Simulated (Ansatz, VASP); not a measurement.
**One calculation of Zn, two programs**

```
CELL_PARAMETERS angstrom
-1.56085 1.56085 1.56085
1.56085 -1.56085 1.56085
1.56085 1.56085 -1.56085
ATOMIC_POSITIONS crystal
Zn 0.00000 0.00000 0.00000
```

Alike in both runs: task relaxation of cell and atoms; functional RPBE; k mesh 14 × 14 × 14; occupations fermi-dirac, width 0.1 eV; no spin polarisation.

```csv
,VASP,Ansatz
version,VASP 6.6.1,Ansatz 0.2.0
potentials or method,"VASP PAW PBE potentials, release 64 (Zn), cutoff 600 eV","plane waves (420 eV) with PAW, scalar-relativistic"
valence electrons in the cell,12,12
```

Ansatz gave:

```
relaxed volume (Å³/atom)                                        : 16.11
relaxed length of the cell vector where the two differ most in proportion (Å) : 2.756
```

**Question.** What did VASP give for the same quantities?

**Answer.** Relaxed volume (Å³/atom): 16.18; relaxed length of the cell vector where the two differ most in proportion (Å): 2.759.

VASP's potentials were made for PBE, not for RPBE.
